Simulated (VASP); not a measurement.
# Ge (I4_1/amd) in VASP: single point with LDA

Aim: the single point of Ge with LDA.

All numbers are computed with VASP 6.6.1; they aren't measurements. Logs are shortened: lines on timing, memory, paths and dates and some standing lists are left out, and cuts for length are marked.

## Step 1: The cell of the first run

It takes space group I4_1/amd (No. 141, tetragonal). The conventional cell has a = 3.975 Å, b = 3.975 Å, c = 5.397 Å, α = 90.00°, β = 90.00°, γ = 90.00°. Within 3.2 Å of Ge (site symmetry -4m2) lie 4 Ge at 2.40 Å.

## Step 2: Single point, LDA (engineering shear strain xy +0.0000, normal strain along z -0.0400)

File INCAR:

```
SYSTEM = Ge
  PREC = Accurate
  ENCUT = 520
  EDIFF = 1E-6
  ISMEAR = 0
  SIGMA = 0.15
  LREAL = .FALSE.
  LASPH = .TRUE.
  NELM = 100
  ALGO = Normal
  ISIF = 2
  LWAVE = .FALSE.
  LCHARG = .TRUE.
  LELF = .TRUE.
  LVHAR = .TRUE.
  NBANDS = 21
```

File KPOINTS:

```
regular mesh
0
G
  14 14 14
  0 0 0
```

File POSCAR:

```
Ge
1.0
    0.0000000000      2.8109115346      2.6984750732
    2.8109115346      0.0000000000      2.6984750732
    2.8109115346      2.8109115346      0.0000000000
Ge
2
Direct
    0.5000000000      0.5000000000      0.5000000000
    0.7500000000      0.7500000000      0.7500000000
```

Potentials or basis: VASP PAW LDA potentials, release 64 (Ge_d).

Run with:

```console
$ cat potpaw_LDA.64/Ge_d/POTCAR > POTCAR
$ mpirun -np 1 vasp_std > vasp.out
```

OUTCAR:

```text
SYSTEM = Ge
   PREC = Accurate
   ENCUT = 520
   EDIFF = 1E-6
   ISMEAR = 0
   LREAL = .FALSE.
   LASPH = .TRUE.
   NELM = 100
   ISIF = 2

 ion  position               nearest neighbor table
   1  0.500  0.500  0.500-   2 2.40   2 2.40   2 2.40   2 2.40
   2  0.750  0.750  0.750-   1 2.40   1 2.40   1 2.40   1 2.40

  LATTYP: Found a body centered tetragonal cell.
 ALAT       =     3.9752292149
 C/A-ratio  =     1.3576450199

  Lattice vectors:

 A1 = (   0.0000000000,  -2.8109115346,  -2.6984750732)
 A2 = (   0.0000000000,   2.8109115346,  -2.6984750732)
 A3 = (   2.8109115346,   0.0000000000,   2.6984750732)

Analysis of symmetry for initial positions (statically):
=====================================================================
 Subroutine PRICEL returns:
 Original cell was already a primitive cell.

 Routine SETGRP: Setting up the symmetry group for a
 body centered tetragonal supercell.

 Subroutine GETGRP returns: Found 16 space group operations
 (whereof  8 operations were pure point group operations)
 out of a pool of 16 trial point group operations.

The static configuration has the point symmetry D_2d.
 The point group associated with its full space group is D_4h.

Analysis of symmetry for dynamics (positions and initial velocities):
=====================================================================
 Subroutine PRICEL returns:
 Original cell was already a primitive cell.

 Routine SETGRP: Setting up the symmetry group for a
 body centered tetragonal supercell.

 Subroutine GETGRP returns: Found 16 space group operations
 (whereof  8 operations were pure point group operations)
 out of a pool of 16 trial point group operations.

The dynamic configuration has the point symmetry D_2d.
 The point group associated with its full space group is D_4h.

 Subroutine INISYM returns: Found 16 space group operations
 (whereof  8 operations are pure point group operations),
 and found     1 'primitive' translations

----------------------------------------------------------------------------------------

                                     Primitive cell

  volume of cell :      42.6425

  direct lattice vectors                    reciprocal lattice vectors
     0.000000000  2.810911535  2.698475073    -0.177878241  0.177878241  0.185289835
     2.810911535  0.000000000  2.698475073     0.177878241 -0.177878241  0.185289835
     2.810911535  2.810911535  0.000000000     0.177878241  0.177878241 -0.185289835

  length of vectors
     3.896535817  3.896535817  3.975229215     0.312431849  0.312431849  0.312431849

  position of ions in fractional coordinates (direct lattice)
[... 75 lines left out ...]
   LSORBIT =      F    spin-orbit coupling
   LASPH  =      T    aspherical Exc in radial PAW
   ENCUT  =  520.0 eV  38.22 Ry    6.18 a.u.   7.24  7.24  7.39*2*pi/ulx,y,z
   NELM   =    100;   NELMIN=  2; NELMDL= -5     # of ELM steps
   EDIFF  = 0.1E-05   stopping-criterion for ELM
   LREAL  =      F    real-space projection
   EDIFFG = 0.1E-04   stopping-criterion for IOM
   NSW    =      0    number of steps for IOM
   IBRION =     -1    ionic relax: 0-MD 1-quasi-New 2-CG
   NFREE  =      0    steps in history (QN), initial steepest desc. (CG)
   ISIF   =      2    stress and relaxation
   ISYM   =      2    0-nonsym 1-usesym 2-fastsym
   POTIM  = 0.5000    time-step for ionic-motion
   TEBEG  =    0.0;   TEEND  =   0.0 temperature during run
   PSTRESS=    0.0 pullay stress
   NELECT =      28.0000    total number of electrons
   NUPDOWN=      -1.0000    fix difference up-down
   EMIN   =  10.00;   EMAX   =-10.00  energy-range for DOS
   EFERMI =   0.00;   METHOD = LEGACY
   ISMEAR =     0;   SIGMA  =   0.15  broadening in eV -4-tet -1-fermi 0-gaus
   EFERMI_NEDOS =   21; number of points for ismear=-14 and -15
   IALGO  =     38    algorithm
   IMIX   =      4    mixing-type and parameters
     AMIX     =   0.40;   BMIX     =  1.00
     AMIX_MAG =   1.60;   BMIX_MAG =  1.00
  volume/ion in A,a.u.               =      21.32       143.88
  Fermi-wavevector in a.u.,A,eV,Ry     =   1.422918  2.688925 27.547663  2.024696
  Thomas-Fermi vector in A             =   2.543571
   LORBIT       =      0    0 simple, 1 ext, 2 COOP (PROOUT), +10 PAW based schemes
   GGA     = CA    functional components
   LHFCALC =     F    Hartree Fock is set to
   AEXX    =    0.0000 exact exchange contribution
   IVDW    =     0    specifies the selected vdW correction
   LEPSILON=     F    determine dielectric tensor
   LRPA    =     F    only Hartree local field effects (RPA)
 non-spin polarized calculation
 Gauss-broadening in eV      SIGMA  =   0.15
  energy-cutoff  :      520.00
  volume of cell :       42.64
 maximum number of plane-waves:      1182
 NGX is ok and might be reduce to    30
   NGX = 15   NGY = 15   NGZ = 15

 number of electron      27.9999998 magnetization

 Free energy of the ion-electron system (eV)
  ---------------------------------------------------
  ext. energy  EPLUGINS =         0.00000000
  ---------------------------------------------------
  free energy    TOTEN  =       -10.36183389 eV

  energy without entropy =      -10.36133327  energy(sigma->0) =      -10.36158358

 E-fermi :   5.4307     XC(G=0): -10.5761

 val. band max:        5.3030217412   @ k =   0.0714   0.0000   0.0000
 cond. band min:       5.4766947705   @ k =   0.4286   0.4286   0.0000
 fundamental gap:      0.1736730293
 Fermi energy:         5.4306930843

 k-point     1 :       0.0000    0.0000    0.0000
  band No.  band energies     occupation
      1     -19.7163      2.00000
      2     -19.7029      2.00000
      3     -19.7029      2.00000
      4     -19.6693      2.00000
      5     -19.6624      2.00000
      6     -19.4278      2.00000
[... 565 lines left out ...]
     20      14.7728      0.00000
     21      15.2077      0.00000

 [... further k-points ...]
[... 5 lines left out ...]
  --------------------------------------------------------------------------------------
  -------------------------------------------------------------------------------------
  Total        0.6853178      0.6853178      1.4431988      0.0000000      0.0000000      0.0000000
  in kB       25.7489679     25.7489679     54.2243013      0.0000000      0.0000000      0.0000000
  external PRESSURE =      35.2407457 kB  Pullay stress =       0.0000000 kB

 VOLUME and BASIS-vectors are now :
 -----------------------------------------------------------------------------
  energy-cutoff  :      520.00
  volume of cell :       42.64
      direct lattice vectors                 reciprocal lattice vectors
     0.000000000  2.810911535  2.698475073    -0.177878241  0.177878241  0.185289835
     2.810911535  0.000000000  2.698475073     0.177878241 -0.177878241  0.185289835
     2.810911535  2.810911535  0.000000000     0.177878241  0.177878241 -0.185289835

 POSITION                                       TOTAL-FORCE (eV/Angst)
 -----------------------------------------------------------------------------------
      2.81091      2.81091      2.69848        -0.000000     -0.000000      0.000000
      4.21637      4.21637      4.04771         0.000000      0.000000      0.000000
 -----------------------------------------------------------------------------------
    total drift:                                0.000000     -0.000000     -0.000000

  FREE ENERGIE OF THE ION-ELECTRON SYSTEM (eV)
  ---------------------------------------------------
  free  energy   TOTEN  =       -10.3618338915 eV

  energy  without entropy=      -10.3613332743  energy(sigma->0) =      -10.36158358
```

OSZICAR:

```text
N       E                     dE             d eps       ncg     rms          rms(c)
DAV:   1     0.191386874654E+03    0.19139E+03   -0.14588E+04 11652   0.367E+03
DAV:   2     0.168235727561E+02   -0.17456E+03   -0.16881E+03 10303   0.616E+02
DAV:   3    -0.969425570502E+01   -0.26518E+02   -0.26343E+02 11733   0.142E+02
DAV:   4    -0.105498197776E+02   -0.85556E+00   -0.85516E+00 11513   0.300E+01
DAV:   5    -0.105631266804E+02   -0.13307E-01   -0.13307E-01 11718   0.410E+00    0.356E+00
DAV:   6    -0.104278213550E+02    0.13531E+00   -0.42497E-02 11388   0.159E+00    0.203E+00
DAV:   7    -0.103610788186E+02    0.66743E-01   -0.84096E-02 11224   0.206E+00    0.145E-01
DAV:   8    -0.103618079788E+02   -0.72916E-03   -0.60447E-03 11693   0.807E-01    0.455E-02
DAV:   9    -0.103618377192E+02   -0.29740E-04   -0.90676E-05 11859   0.878E-02    0.138E-02
DAV:  10    -0.103618340556E+02    0.36636E-05   -0.86695E-06 13603   0.433E-02    0.461E-03
DAV:  11    -0.103618338915E+02    0.16411E-06   -0.98535E-07  8003   0.798E-03
   1 F= -.10361834E+02 E0= -.10361584E+02  d E =-.500617E-03
```

stdout:

```text
POSCAR found type information on POSCAR Ge
 POSCAR found :  1 types and       2 ions
 scaLAPACK will be used
 LDA part: xc-table for (Slater(with rela. corr.)+CA(PZ))
 , standard interpolation
 POSCAR, INCAR and KPOINTS ok, starting setup
 FFT: planning ... GRIDC
 FFT: planning ... GRID_SOFT
 FFT: planning ... GRID
 WAVECAR not read
 entering main loop
```

Wall time 4.2 min (1 thread of Intel Xeon 8259CL, shared host); peak memory 0.28 GiB.

What came out:

- Free energy: -10.3618 eV
- Pressure: 3.5 GPa
- Band gap on the k mesh: zero (band 14 reaches 5.54 eV, above the bottom of band 15 at 5.48 eV)

Stress tensor (GPa, compression positive):
```
2.57 0.00 0.00
0.00 2.57 0.00
0.00 0.00 5.42
```

Levels at points of the mesh, in eV from the Fermi level:
| k point | band 10 | band 11 | band 12 | band 13 | band 14 | band 15 | band 16 | band 17 | band 18 | band 19 |
| --- | --- | --- | --- | --- | --- | --- | --- | --- | --- | --- |
| (0.00, 0.00, 0.00) | -24.83 | -13.38 | -0.21 | -0.21 | 0.11 | 0.29 | 2.32 | 2.52 | 2.52 | 6.26 |
| (0.50, 0.00, 0.00) | -24.80 | -11.13 | -8.03 | -1.79 | -1.41 | 0.12 | 3.51 | 3.83 | 6.92 | 10.54 |
| (0.50, 0.50, 0.00) | -24.80 | -9.12 | -9.12 | -3.59 | -3.59 | 0.26 | 0.26 | 9.82 | 9.82 | 12.03 |
| (0.50, 0.00, 0.50) | -24.78 | -9.33 | -9.33 | -3.29 | -3.29 | 0.60 | 0.60 | 9.69 | 9.69 | 11.75 |

Caveat: the cell differs from its parent crystal (engineering shear strain xy +0.0000, normal strain along z -0.0400).
